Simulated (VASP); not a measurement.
# NaF (R-3m) in VASP: further runs

The runs below take NaF through relaxation of the atoms, with LDA.

Program: VASP 6.6.1. These are calculated values, not measurements. Logs are shortened: lines on timing, memory, paths and dates and some standing lists are left out, and cuts for length are marked.

## Step 1: The cell of the first run

The structure is trigonal, space group R-3m (No. 166). The conventional cell has a = 3.192 Å, b = 3.192 Å, c = 7.761 Å, α = 90.00°, β = 90.00°, γ = 120.00°. Within 3.0 Å of Na (site symmetry -3m) lie 6 F at 2.25 Å. F (site symmetry -3m) has 6 Na at 2.25 Å within 3.0 Å.

## Step 2: Relaxation of the atoms, LDA (equal xy, yz and zx engineering shears of -0.5 %)

File INCAR:

```
ALGO     = Normal         # electronic algorithm
EDIFF    = 1E-6           # SCF threshold, eV
EDIFFG   = -0.002         # ionic threshold
ENCUT    = 520            # plane-wave cutoff, eV
IBRION   = 2              # ionic algorithm
ISIF     = 2              # what is computed and relaxed
ISMEAR   = 0              # smearing method
LASPH    = T              # aspherical terms in the spheres
LCHARG   = F              # write CHGCAR
LREAL    = F              # projectors in reciprocal space
LWAVE    = F              # write WAVECAR
NELM     = 60             # most SCF steps
NSW      = 50             # ionic steps
PREC     = Accurate       # precision mode
SIGMA    = 0.01           # smearing width, eV
```

File KPOINTS:

```
k-points
0
Gamma
  10 10 10
```

File POSCAR:

```
NaF
1.0
   -0.0112589061      2.2461517672      2.2461517672
    2.2461517672     -0.0112589061      2.2461517672
    2.2461517672      2.2461517672     -0.0112589061
Na F
1 1
Direct
    0.0000000000      0.0000000000      0.0000000000
    0.5000000000      0.5000000000      0.5000000000
```

Potentials or basis: VASP PAW LDA potentials, release 64 (Na_pv, F).

Started as:

```
> cat potpaw_LDA.64/Na_pv/POTCAR potpaw_LDA.64/F/POTCAR > POTCAR
> mpirun -np 1 vasp_std > vasp.out
```

OUTCAR:

```text
EDIFF = 1E-6
   EDIFFG = -0.002
   ENCUT = 520
   IBRION = 2
   ISIF = 2
   ISMEAR = 0
   LASPH = T
   LREAL = F
   NELM = 60
   NSW = 50
   PREC = Accurate

 ion  position               nearest neighbor table
   1  0.000  0.000  0.000-   2 2.25   2 2.25   2 2.25   2 2.25   2 2.25   2 2.25
   2  0.500  0.500  0.500-   1 2.25   1 2.25   1 2.25   1 2.25   1 2.25   1 2.25

  LATTYP: Found a trigonal (rhomboedric) cell.
 ALAT       =     3.1765582453
 COS(alpha) =     0.4949812504

  Lattice vectors:

 A1 = (  -0.0112589061,   2.2461517672,   2.2461517672)
 A2 = (   2.2461517672,  -0.0112589061,   2.2461517672)
 A3 = (   2.2461517672,   2.2461517672,  -0.0112589061)

Analysis of symmetry for initial positions (statically):
=====================================================================
 Subroutine PRICEL returns:
 Original cell was already a primitive cell.

 Routine SETGRP: Setting up the symmetry group for a
 trigonal (rhombohedral) supercell.

 Subroutine GETGRP returns: Found 12 space group operations
 (whereof 12 operations were pure point group operations)
 out of a pool of 12 trial point group operations.

The static configuration has the point symmetry D_3d.

Analysis of symmetry for dynamics (positions and initial velocities):
=====================================================================
 Subroutine PRICEL returns:
 Original cell was already a primitive cell.

 Routine SETGRP: Setting up the symmetry group for a
 trigonal (rhombohedral) supercell.

 Subroutine GETGRP returns: Found 12 space group operations
 (whereof 12 operations were pure point group operations)
 out of a pool of 12 trial point group operations.

The dynamic configuration has the point symmetry D_3d.

 Subroutine INISYM returns: Found 12 space group operations
 (whereof 12 operations are pure point group operations),
 and found     1 'primitive' translations

----------------------------------------------------------------------------------------

                                     Primitive cell

  volume of cell :      22.8350

  direct lattice vectors                    reciprocal lattice vectors
    -0.011258906  2.246151767  2.246151767    -0.220936192  0.222049221  0.222049221
     2.246151767 -0.011258906  2.246151767     0.222049221 -0.220936192  0.222049221
     2.246151767  2.246151767 -0.011258906     0.222049221  0.222049221 -0.220936192

  length of vectors
     3.176558245  3.176558245  3.176558245     0.383959001  0.383959001  0.383959001

  position of ions in fractional coordinates (direct lattice)
     0.000000000  0.000000000  0.000000000
     0.500000000  0.500000000  0.500000000

  ion indices of the primitive-cell ions
   primitive index   ion index
                 1           1
                 2           2

----------------------------------------------------------------------------------------

 KPOINTS: k-points

Automatic generation of k-mesh.
 Grid dimensions read from file:
 generate k-points for:   10   10   10

 Generating k-lattice:

  Cartesian coordinates                     Fractional coordinates (reciprocal lattice)
    -0.022093619  0.022204922  0.022204922     0.100000000  0.000000000  0.000000000
     0.022204922 -0.022093619  0.022204922     0.000000000  0.100000000  0.000000000
     0.022204922  0.022204922 -0.022093619     0.000000000  0.000000000  0.100000000

  Length of vectors
     0.038395900  0.038395900  0.038395900

  Shift w.r.t. Gamma in fractional coordinates (k-lattice)
     0.000000000  0.000000000  0.000000000

 Subroutine IBZKPT returns following result:
 ===========================================

 Found    116 irreducible k-points:

 Following reciprocal coordinates:
            Coordinates               Weight
  0.000000  0.000000  0.000000      1.000000
  0.100000  0.000000  0.000000      6.000000
  0.200000  0.000000  0.000000      6.000000
  0.300000  0.000000  0.000000      6.000000
  0.400000  0.000000  0.000000      6.000000
  0.500000  0.000000  0.000000      3.000000
[... 16 lines left out ...]
  0.300000  0.300000 -0.000000      6.000000
  0.400000  0.300000  0.000000     12.000000
 [... further k-points ...]
   k-points           NKPTS =    116   k-points in BZ     NKDIM =    116   number of bands    NBANDS=     11
   number of dos      NEDOS =    301   number of ions     NIONS =      2
   total plane-waves  NPLWV =  13824
   dimension x,y,z NGX =    24 NGY =   24 NGZ =   24
   dimension x,y,z NGXF=    48 NGYF=   48 NGZF=   48
   ions per type =               1   1
   NGX,Y,Z   is equivalent  to a cutoff of  12.56, 12.56, 12.56 a.u.
   NGXF,Y,Z  is equivalent  to a cutoff of  25.12, 25.12, 25.12 a.u.
 SYSTEM =  unknown system
   PREC   = accura    normal or accurate (medium, high low for compatibility)
   ISTART =      0    job   : 0-new  1-cont  2-samecut
   ICHARG =      2    charge: 1-file 2-atom 10-const
   ISPIN  =      1    spin polarized calculation?
   LNONCOLLINEAR =      F non collinear calculations
   LSORBIT =      F    spin-orbit coupling
   LASPH  =      T    aspherical Exc in radial PAW
   ENCUT  =  520.0 eV  38.22 Ry    6.18 a.u.   5.91  5.91  5.91*2*pi/ulx,y,z
   NELM   =     60;   NELMIN=  2; NELMDL= -5     # of ELM steps
   EDIFF  = 0.1E-05   stopping-criterion for ELM
   LREAL  =      F    real-space projection
   EDIFFG = -.2E-02   stopping-criterion for IOM
   NSW    =     50    number of steps for IOM
   IBRION =      2    ionic relax: 0-MD 1-quasi-New 2-CG
   NFREE  =      1    steps in history (QN), initial steepest desc. (CG)
   ISIF   =      2    stress and relaxation
   ISYM   =      2    0-nonsym 1-usesym 2-fastsym
   POTIM  = 0.5000    time-step for ionic-motion
   TEBEG  =    0.0;   TEEND  =   0.0 temperature during run
   PSTRESS=    0.0 pullay stress
   NELECT =      14.0000    total number of electrons
   NUPDOWN=      -1.0000    fix difference up-down
   EMIN   =  10.00;   EMAX   =-10.00  energy-range for DOS
   EFERMI =   0.00;   METHOD = LEGACY
   ISMEAR =     0;   SIGMA  =   0.01  broadening in eV -4-tet -1-fermi 0-gaus
   EFERMI_NEDOS =   21; number of points for ismear=-14 and -15
   IALGO  =     38    algorithm
   IMIX   =      4    mixing-type and parameters
     AMIX     =   0.40;   BMIX     =  1.00
     AMIX_MAG =   1.60;   BMIX_MAG =  1.00
  volume/ion in A,a.u.               =      11.42        77.05
  Fermi-wavevector in a.u.,A,eV,Ry     =   1.390755  2.628146 26.316390  1.934200
  Thomas-Fermi vector in A             =   2.514660
   LORBIT       =      0    0 simple, 1 ext, 2 COOP (PROOUT), +10 PAW based schemes
   GGA     = CA    functional components
   LHFCALC =     F    Hartree Fock is set to
   AEXX    =    0.0000 exact exchange contribution
   IVDW    =     0    specifies the selected vdW correction
   LEPSILON=     F    determine dielectric tensor
   LRPA    =     F    only Hartree local field effects (RPA)
 conjugate gradient relaxation of ions
 non-spin polarized calculation
 Gauss-broadening in eV      SIGMA  =   0.01
  energy-cutoff  :      520.00
  volume of cell :       22.83
 maximum number of plane-waves:       632
   NGX = 11   NGY = 11   NGZ = 11

 number of electron      14.0000020 magnetization

 Free energy of the ion-electron system (eV)
  ---------------------------------------------------
  ext. energy  EPLUGINS =         0.00000000
  ---------------------------------------------------
  free energy    TOTEN  =        -9.33244469 eV

  energy without entropy =       -9.33244469  energy(sigma->0) =       -9.33244469

 E-fermi :  -2.0410     XC(G=0): -10.3814

 val. band max:       -2.0992053472   @ k =   0.0000   0.0000   0.0000
 cond. band min:       4.3181326903   @ k =   0.0000   0.0000   0.0000
 fundamental gap:      6.4173380375
 Fermi energy:        -2.0410216981

 k-point     1 :       0.0000    0.0000    0.0000
  band No.  band energies     occupation
      1     -21.0356      2.00000
      2     -20.6370      2.00000
      3     -20.6368      2.00000
      4     -20.6368      2.00000
      5      -2.1212      2.00000
      6      -2.1212      2.00000
      7      -2.0992      2.00000
      8       4.3181      0.00000
      9      16.9462      0.00000
     10      16.9462      0.00000
     11      17.1425      0.00000

 k-point     2 :       0.1000    0.0000    0.0000
  band No.  band energies     occupation
      1     -21.1928      2.00000
      2     -20.6386      2.00000
      3     -20.6383      2.00000
      4     -20.4617      2.00000
      5      -2.3511      2.00000
      6      -2.1517      2.00000
      7      -2.1323      2.00000
      8       4.7031      0.00000
      9      15.6597      0.00000
     10      17.1274      0.00000
     11      17.3007      0.00000

 k-point     3 :       0.2000    0.0000    0.0000
  band No.  band energies     occupation
      1     -21.4208      2.00000
      2     -20.6427      2.00000
      3     -20.6420      2.00000
      4     -20.1856      2.00000
      5      -2.8819      2.00000
      6      -2.2308      2.00000
      7      -2.2121      2.00000
      8       5.6772      0.00000
      9      13.8935      0.00000
     10      17.5966      0.00000
     11      17.7594      0.00000
[... 267 lines left out ...]
 k-point    23 :       0.3000    0.3000   -0.0000
  band No.  band energies     occupation
      1     -21.3434      2.00000
      2     -20.6864      2.00000
      3     -20.6857      2.00000
      4     -20.1876      2.00000
      5      -3.3595      2.00000
      6      -2.4407      2.00000
      7      -2.4200      2.00000
      8       7.7513      0.00000
      9      12.1474      0.00000
     10      16.2590      0.00000
     11      17.8632      0.00000

 k-point    24 :       0.4000    0.3000    0.0000
  band No.  band energies     occupation
      1     -21.3085      2.00000
      2     -20.7054      2.00000
      3     -20.6931      2.00000
      4     -20.2017      2.00000
      5      -3.4830      2.00000
      6      -2.5664      2.00000
      7      -2.4802      2.00000
      8       8.7788      0.00000
      9      11.6151      0.00000
     10      15.1074      0.00000
     11      18.0140      0.00000

 [... further k-points ...]

------------------------ aborting loop because EDIFF is reached ----------------------------------------

  FORCE on cell =-STRESS in cart. coord.  units (eV):
  Direction    XX          YY          ZZ          XY          YZ          ZX
  --------------------------------------------------------------------------------------
  -------------------------------------------------------------------------------------
  Total       -0.0096676     -0.0096676     -0.0096676      0.0204057      0.0204057      0.0204057
  in kB       -0.6783090     -0.6783090     -0.6783090      1.4317341      1.4317341      1.4317341
  external PRESSURE =      -0.6783090 kB  Pullay stress =       0.0000000 kB

 VOLUME and BASIS-vectors are now :
 -----------------------------------------------------------------------------
  energy-cutoff  :      520.00
  volume of cell :       22.83
      direct lattice vectors                 reciprocal lattice vectors
    -0.011258906  2.246151767  2.246151767    -0.220936192  0.222049221  0.222049221
     2.246151767 -0.011258906  2.246151767     0.222049221 -0.220936192  0.222049221
     2.246151767  2.246151767 -0.011258906     0.222049221  0.222049221 -0.220936192

 POSITION                                       TOTAL-FORCE (eV/Angst)
 -----------------------------------------------------------------------------------
      0.00000      0.00000      0.00000         0.000000     -0.000000     -0.000000
      2.24052      2.24052      2.24052        -0.000000      0.000000      0.000000
 -----------------------------------------------------------------------------------
    total drift:                                0.000000     -0.000000      0.000000

  FREE ENERGIE OF THE ION-ELECTRON SYSTEM (eV)
  ---------------------------------------------------
  free  energy   TOTEN  =        -9.3324446933 eV

  energy  without entropy=       -9.3324446933  energy(sigma->0) =       -9.33244469

 reached required accuracy - stopping structural energy minimisation
```

It took 12 s on 1 thread of Intel Xeon Platinum 8488C (Sapphire Rapids), shared host; peak memory 0.14 GiB.

Results:

| Property | Result |
| --- | --- |
| Free energy | -9.3324 eV |
| Pressure after relaxing | -0.1 GPa |
| Band gap on the k mesh | 6.42 eV |

Final structure:
```
Na F
1.0
    -0.01126    2.24615    2.24615
     2.24615   -0.01126    2.24615
     2.24615    2.24615   -0.01126
Na F
1 1
Cartesian
  0.0000 0.0000 0.0000
  2.2405 2.2405 2.2405
```

Caveat: the cell differs from its parent crystal (equal xy, yz and zx engineering shears of -0.5 %); the relaxation stopped at its first step, so nothing moved. A k mesh can miss the band edges.

## Step 3: Relaxation of the atoms, LDA (equal xy, yz and zx engineering shears of +0.5 %)

File INCAR:

```
PREC = Accurate
ENCUT = 520
EDIFF = 1E-6
ISMEAR = 0
SIGMA = 0.01
LREAL = False
LASPH = True
NELM = 60
ALGO = Normal
ISIF = 2
LWAVE = False
LCHARG = False
IBRION = 2
NSW = 50
EDIFFG = -0.002
```

File KPOINTS:

```
Automatic mesh
0
Gamma
  10 10 10
```

File POSCAR:

```
NaF
1.0
    0.0112589061      2.2574106733      2.2574106733
    2.2574106733      0.0112589061      2.2574106733
    2.2574106733      2.2574106733      0.0112589061
Na F
1 1
Direct
    0.0000000000      0.0000000000      0.0000000000
    0.5000000000      0.5000000000      0.5000000000
```

Potentials or basis: VASP PAW LDA potentials, release 64 (Na_pv, F).

Started as:

```
> cat potpaw_LDA.64/Na_pv/POTCAR potpaw_LDA.64/F/POTCAR > POTCAR
> mpirun -np 1 vasp_std > vasp.out
```

Wall time 18 s (1 thread of Intel Xeon Platinum 8488C (Sapphire Rapids), shared host); peak memory 0.14 GiB.

Results (log left out):

```yaml
Free_energy: -9.3324 eV
Pressure_after_relaxing: -0.1 GPa
Band_gap_on_the_k_mesh: 6.42 eV
```

Stress tensor (GPa, compression positive):
```
-0.07 -0.15 -0.15
-0.15 -0.07 -0.15
-0.15 -0.15 -0.07
```

Final structure:
```
Na F
1.0
     0.01126    2.25741    2.25741
     2.25741    0.01126    2.25741
     2.25741    2.25741    0.01126
Na F
1 1
Direct
  0.00000 0.00000 0.00000
  0.50000 0.50000 0.50000
```

Levels at points of the mesh, in eV from the valence-band top:
```
           k point  band 5  band 6  band 7  band 8  band 9  band 10
(0.00, 0.00, 0.00)   -0.02    0.00    0.00    6.42   18.99    19.18
(0.50, 0.00, 0.00)   -1.87   -0.34   -0.32   10.90   12.84    20.51
(0.50, 0.50, 0.00)   -1.47   -0.48   -0.46   13.10   13.46    14.09
(0.50, 0.50, 0.50)   -1.88   -0.31   -0.31   10.90   12.75    20.67
```

Caveat: the cell differs from its parent crystal (equal xy, yz and zx engineering shears of +0.5 %); the relaxation stopped at its first step, so nothing moved. A k mesh can miss the band edges.
